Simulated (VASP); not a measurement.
# BaS in VASP: single point with PBE

Aim: the single point of BaS with PBE.

All numbers are computed with VASP 6.6.1; they aren't measurements. Logs are shortened: lines on timing, memory, paths and dates and some standing lists are left out, and cuts for length are marked.

### Step 1. The cell of the first run

The typed cell holds 4 atoms: a = 5.381 Å, b = 5.381 Å, c = 6.384 Å, α = 90.00°, β = 90.00°, γ = 120.00°.

### Step 2. Single point, PBE

File POSCAR:

```
BaS
1.0
    5.3813150886      0.0000000000      0.0000000000
   -2.6906575443      4.6603555725      0.0000000000
    0.0000000000      0.0000000000      6.3841780166
Ba S
2 2
Direct
    0.3333333333      0.6666666667      0.4365517913
    0.6666666667      0.3333333333      0.9365517913
    0.3333333333      0.6666666667     -0.0634168613
    0.6666666667      0.3333333333      0.4365831387
```

File INCAR.step1:

```
PREC     = Accurate       # precision mode
ENCUT    = 520            # plane-wave cutoff, eV
EDIFF    = 1E-7           # SCF threshold, eV
ISMEAR   = 0              # smearing method
SIGMA    = 0.02           # smearing width, eV
LREAL    = False          # projectors in reciprocal space
LASPH    = True           # aspherical terms in the spheres
NELM     = 80             # most SCF steps
ALGO     = Normal         # electronic algorithm
ISIF     = 2              # what is computed and relaxed
LWAVE    = False          # write WAVECAR
LCHARG   = True           # write CHGCAR
GGA      = PE             # functional
NBANDS   = 24             # bands
```

File KPOINTS.step1:

```
Automatic mesh
0
Gamma
  6 6 4
```

File INCAR.step2:

```
PREC     = Accurate       # precision mode
ENCUT    = 520            # plane-wave cutoff, eV
EDIFF    = 1E-7           # SCF threshold, eV
ISMEAR   = -5             # smearing method
SIGMA    = 0.02           # smearing width, eV
LREAL    = False          # projectors in reciprocal space
LASPH    = True           # aspherical terms in the spheres
NELM     = 80             # most SCF steps
ALGO     = Normal         # electronic algorithm
ISIF     = 2              # what is computed and relaxed
LWAVE    = False          # write WAVECAR
LCHARG   = False          # write CHGCAR
GGA      = PE             # functional
LORBIT   = 11             # projections on sites
NEDOS    = 1001           # points of the DOS
ICHARG   = 11             # starting density
```

File KPOINTS.step2:

```
Automatic mesh
0
Gamma
  9 9 6
```

Potentials or basis: VASP PAW PBE potentials, release 64 (Ba_sv, S).

Command:

```
$ cat potpaw_PBE.64/Ba_sv/POTCAR potpaw_PBE.64/S/POTCAR > POTCAR
$ cp INCAR.step1 INCAR
$ cp KPOINTS.step1 KPOINTS
$ mpirun -np 1 vasp_std > vasp.out
$ cp INCAR.step2 INCAR
$ cp KPOINTS.step2 KPOINTS
$ mpirun -np 1 vasp_std > vasp.out
```

OUTCAR:

```text
PREC = Accurate
   ENCUT = 520
   EDIFF = 1E-7
   ISMEAR = -5
   LREAL = False
   LASPH = True
   NELM = 80
   ISIF = 2
   GGA = PE
   LORBIT = 11
   ICHARG = 11

 ion  position               nearest neighbor table
   1  0.333  0.667  0.437-   4 3.11   4 3.11   4 3.11   3 3.19   3 3.19   2 4.45   2 4.45   2 4.45
                             2 4.45   2 4.45   2 4.45
   2  0.667  0.333  0.937-   3 3.11   3 3.11   3 3.11   4 3.19   4 3.19   1 4.45   1 4.45   1 4.45
                             1 4.45   1 4.45   1 4.45
   3  0.333  0.667  0.937-   2 3.11   2 3.11   2 3.11   1 3.19   1 3.19
   4  0.667  0.333  0.437-   1 3.11   1 3.11   1 3.11   2 3.19   2 3.19

  LATTYP: Found a hexagonal cell.
 ALAT       =     5.3813150886
 C/A-ratio  =     1.1863601948

  Lattice vectors:

 A1 = (   5.3813150886,   0.0000000000,   0.0000000000)
 A2 = (  -2.6906575443,   4.6603555725,   0.0000000000)
 A3 = (   0.0000000000,   0.0000000000,   6.3841780166)

Analysis of symmetry for initial positions (statically):
=====================================================================
 Subroutine PRICEL returns:
 Original cell was already a primitive cell.

 Routine SETGRP: Setting up the symmetry group for a
 hexagonal supercell.

 Subroutine GETGRP returns: Found 12 space group operations
 (whereof  6 operations were pure point group operations)
 out of a pool of 24 trial point group operations.

The static configuration has the point symmetry C_3v.
 The point group associated with its full space group is C_6v.

Analysis of symmetry for dynamics (positions and initial velocities):
=====================================================================
 Subroutine PRICEL returns:
 Original cell was already a primitive cell.

 Routine SETGRP: Setting up the symmetry group for a
 hexagonal supercell.

 Subroutine GETGRP returns: Found 12 space group operations
 (whereof  6 operations were pure point group operations)
 out of a pool of 24 trial point group operations.

The dynamic configuration has the point symmetry C_3v.
 The point group associated with its full space group is C_6v.

 Subroutine INISYM returns: Found 12 space group operations
 (whereof  6 operations are pure point group operations),
 and found     1 'primitive' translations

----------------------------------------------------------------------------------------

                                     Primitive cell

  volume of cell :     160.1078

  direct lattice vectors                    reciprocal lattice vectors
     5.381315089  0.000000000  0.000000000     0.185828182  0.107287951  0.000000000
    -2.690657544  4.660355573  0.000000000     0.000000000  0.214575902  0.000000000
     0.000000000  0.000000000  6.384178017     0.000000000  0.000000000  0.156637236

  length of vectors
     5.381315089  5.381315089  6.384178017     0.214575902  0.214575902  0.156637236

  position of ions in fractional coordinates (direct lattice)
     0.333333333  0.666666667  0.436551791
     0.666666667  0.333333333  0.936551791
     0.333333333  0.666666667  0.936583139
     0.666666667  0.333333333  0.436583139

  ion indices of the primitive-cell ions
   primitive index   ion index
                 1           1
                 2           2
                 3           3
                 4           4

----------------------------------------------------------------------------------------

 KPOINTS: Automatic mesh

Automatic generation of k-mesh.
 Grid dimensions read from file:
 generate k-points for:    9    9    6

 Generating k-lattice:

  Cartesian coordinates                     Fractional coordinates (reciprocal lattice)
     0.020647576  0.011920883  0.000000000     0.111111111  0.000000000  0.000000000
     0.000000000  0.023841767  0.000000000     0.000000000  0.111111111  0.000000000
     0.000000000  0.000000000  0.026106206     0.000000000  0.000000000  0.166666667

  Length of vectors
     0.023841767  0.023841767  0.026106206

  Shift w.r.t. Gamma in fractional coordinates (k-lattice)
     0.000000000  0.000000000  0.000000000

 TETIRR: Found    492 inequivalent tetrahedra from     2916

 Subroutine IBZKPT returns following result:
 ===========================================

 Found     48 irreducible k-points:

 Following reciprocal coordinates:
            Coordinates               Weight
  0.000000  0.000000  0.000000      1.000000
  0.111111  0.000000  0.000000      6.000000
  0.222222 -0.000000  0.000000      6.000000
  0.333333  0.000000  0.000000      6.000000
  0.444444 -0.000000  0.000000      6.000000
  0.111111  0.111111  0.000000      6.000000
[... 16 lines left out ...]
  0.333333  0.222222  0.166667     24.000000
  0.333333  0.333333  0.166667      4.000000
 [... further k-points ...]
   k-points           NKPTS =     48   k-points in BZ     NKDIM =     48   number of bands    NBANDS=     20
   number of dos      NEDOS =   1001   number of ions     NIONS =      4
   total plane-waves  NPLWV =  76800
   dimension x,y,z NGX =    40 NGY =   40 NGZ =   48
   dimension x,y,z NGXF=    80 NGYF=   80 NGZF=   96
   ions per type =               2   2
   NGX,Y,Z   is equivalent  to a cutoff of  12.36, 12.36, 12.50 a.u.
   NGXF,Y,Z  is equivalent  to a cutoff of  24.71, 24.71, 25.00 a.u.
 SYSTEM =  unknown system
   PREC   = accura    normal or accurate (medium, high low for compatibility)
   ISTART =      0    job   : 0-new  1-cont  2-samecut
   ICHARG =     11    charge: 1-file 2-atom 10-const
   ISPIN  =      1    spin polarized calculation?
   LNONCOLLINEAR =      F non collinear calculations
   LSORBIT =      F    spin-orbit coupling
   LASPH  =      T    aspherical Exc in radial PAW
   ENCUT  =  520.0 eV  38.22 Ry    6.18 a.u.  10.01 10.01 11.87*2*pi/ulx,y,z
   NELM   =     80;   NELMIN=  2; NELMDL=  0     # of ELM steps
   EDIFF  = 0.1E-06   stopping-criterion for ELM
   LREAL  =      F    real-space projection
   EDIFFG = 0.1E-05   stopping-criterion for IOM
   NSW    =      0    number of steps for IOM
   IBRION =     -1    ionic relax: 0-MD 1-quasi-New 2-CG
   NFREE  =      0    steps in history (QN), initial steepest desc. (CG)
   ISIF   =      2    stress and relaxation
   ISYM   =      2    0-nonsym 1-usesym 2-fastsym
   POTIM  = 0.5000    time-step for ionic-motion
   TEBEG  =    0.0;   TEEND  =   0.0 temperature during run
   PSTRESS=    0.0 pullay stress
   NELECT =      32.0000    total number of electrons
   NUPDOWN=      -1.0000    fix difference up-down
   EMIN   =  10.00;   EMAX   =-10.00  energy-range for DOS
   EFERMI =   0.00;   METHOD = LEGACY
   ISMEAR =    -5;   SIGMA  =   0.02  broadening in eV -4-tet -1-fermi 0-gaus
   EFERMI_NEDOS =   21; number of points for ismear=-14 and -15
   IALGO  =     38    algorithm
   IMIX   =      4    mixing-type and parameters
     AMIX     =   0.40;   BMIX     =  1.00
     AMIX_MAG =   1.60;   BMIX_MAG =  1.00
  volume/ion in A,a.u.               =      40.03       270.12
  Fermi-wavevector in a.u.,A,eV,Ry     =   0.957166  1.808782 12.465210  0.916167
  Thomas-Fermi vector in A             =   2.086160
   LORBIT       =     11    0 simple, 1 ext, 2 COOP (PROOUT), +10 PAW based schemes
   GGA     = PE    functional components
   LHFCALC =     F    Hartree Fock is set to
   AEXX    =    0.0000 exact exchange contribution
   IVDW    =     0    specifies the selected vdW correction
   LEPSILON=     F    determine dielectric tensor
   LRPA    =     F    only Hartree local field effects (RPA)
 non-spin polarized calculation
 Fermi weights with tetrahedron method with Bloechl corrections
  energy-cutoff  :      520.00
  volume of cell :      160.11
 maximum number of plane-waves:      4344

 number of electron      31.9999998 magnetization

 Free energy of the ion-electron system (eV)
  ---------------------------------------------------
  ext. energy  EPLUGINS =         0.00000000
  ---------------------------------------------------
  free energy    TOTEN  =       -19.98597256 eV

  energy without entropy =      -19.98597256  energy(sigma->0) =      -19.98597256

 E-fermi :   0.4884     XC(G=0):  -7.5268

 val. band max:        0.4634586197   @ k =   0.0000   0.0000   0.0000
 cond. band min:       2.9328674344   @ k =   0.3333   0.3333   0.0000
 fundamental gap:      2.4694088148
 Fermi energy:         0.4884342830

 k-point     1 :       0.0000    0.0000    0.0000
  band No.  band energies     occupation
      1     -25.8071      2.00000
      2     -25.7557      2.00000
      3     -11.2740      2.00000
      4     -11.1209      2.00000
      5     -11.1209      2.00000
      6     -10.9659      2.00000
[... 12 lines left out ...]
     19       4.1411      0.00000
     20       5.2535      0.00000

 k-point     2 :       0.1111    0.0000    0.0000
  band No.  band energies     occupation
      1     -25.8052      2.00000
      2     -25.7566      2.00000
      3     -11.2623      2.00000
      4     -11.1872      2.00000
      5     -11.1281      2.00000
      6     -11.0501      2.00000
[... 12 lines left out ...]
     19       4.1644      0.00000
     20       5.3114      0.00000

 k-point     3 :       0.2222   -0.0000    0.0000
  band No.  band energies     occupation
      1     -25.8002      2.00000
      2     -25.7593      2.00000
      3     -11.3296      2.00000
      4     -11.2294      2.00000
      5     -11.2209      2.00000
      6     -11.1455      2.00000
[... 12 lines left out ...]
     19       4.1603      0.00000
     20       5.4892      0.00000

 k-point     4 :       0.3333    0.0000    0.0000
  band No.  band energies     occupation
      1     -25.7932      2.00000
      2     -25.7635      2.00000
      3     -11.4635      2.00000
      4     -11.3740      2.00000
      5     -11.1821      2.00000
      6     -11.1642      2.00000
[... 429 lines left out ...]
 k-point    23 :       0.3333    0.2222    0.1667
  band No.  band energies     occupation
      1     -25.7820      2.00000
      2     -25.7719      2.00000
      3     -11.6262      2.00000
      4     -11.5903      2.00000
      5     -11.1979      2.00000
      6     -11.0335      2.00000
[... 12 lines left out ...]
     19       5.0570      0.00000
     20       5.2875      0.00000

 k-point    24 :       0.3333    0.3333    0.1667
  band No.  band energies     occupation
      1     -25.7767      2.00000
      2     -25.7767      2.00000
      3     -11.6223      2.00000
      4     -11.6223      2.00000
      5     -11.2112      2.00000
      6     -11.0011      2.00000
[... 12 lines left out ...]
     19       5.0977      0.00000
     20       5.6452      0.00000

 [... further k-points ...]
[... 5 lines left out ...]
  --------------------------------------------------------------------------------------
  -------------------------------------------------------------------------------------
  Total        0.4202356      0.4202356      0.5032515      0.0000000      0.0000000      0.0000000
  in kB        4.2052414      4.2052414      5.0359712      0.0000000      0.0000000      0.0000000
  external PRESSURE =       4.4821513 kB  Pullay stress =       0.0000000 kB

 VOLUME and BASIS-vectors are now :
 -----------------------------------------------------------------------------
  energy-cutoff  :      520.00
  volume of cell :      160.11
      direct lattice vectors                 reciprocal lattice vectors
     5.381315089  0.000000000  0.000000000     0.185828182  0.107287951  0.000000000
    -2.690657544  4.660355573  0.000000000     0.000000000  0.214575902  0.000000000
     0.000000000  0.000000000  6.384178017     0.000000000  0.000000000  0.156637236

 POSITION                                       TOTAL-FORCE (eV/Angst)
 -----------------------------------------------------------------------------------
     -0.00000      3.10690      2.78702         0.000000     -0.000000      0.000390
      2.69066      1.55345      5.97911         0.000000     -0.000000      0.000390
     -0.00000      3.10690      5.97931         0.000000     -0.000000     -0.000390
      2.69066      1.55345      2.78722        -0.000000      0.000000     -0.000390
 -----------------------------------------------------------------------------------
    total drift:                                0.000000     -0.000000     -0.000075

  FREE ENERGIE OF THE ION-ELECTRON SYSTEM (eV)
  ---------------------------------------------------
  free  energy   TOTEN  =       -19.9859725639 eV

  energy  without entropy=      -19.9859725639  energy(sigma->0) =      -19.98597256

 total charge

# of ion       s       p       d       tot
------------------------------------------
    1        2.011   5.611   0.286   7.909
    2        2.011   5.611   0.286   7.909
    3        1.321   2.428   0.000   3.749
    4        1.321   2.428   0.000   3.749
--------------------------------------------------
tot          6.664  16.078   0.572  23.315
```

It took 2.2 min on 1 thread of Intel Xeon Platinum 8488C (Sapphire Rapids), shared host; peak memory 0.33 GiB.

What came out:

| Item | Value |
| --- | --- |
| Valence electrons inside the program's atomic spheres | Ba 7.91; S 3.75 |

Caveat: spin-orbit coupling is left out, which moves the levels of the heavy elements.
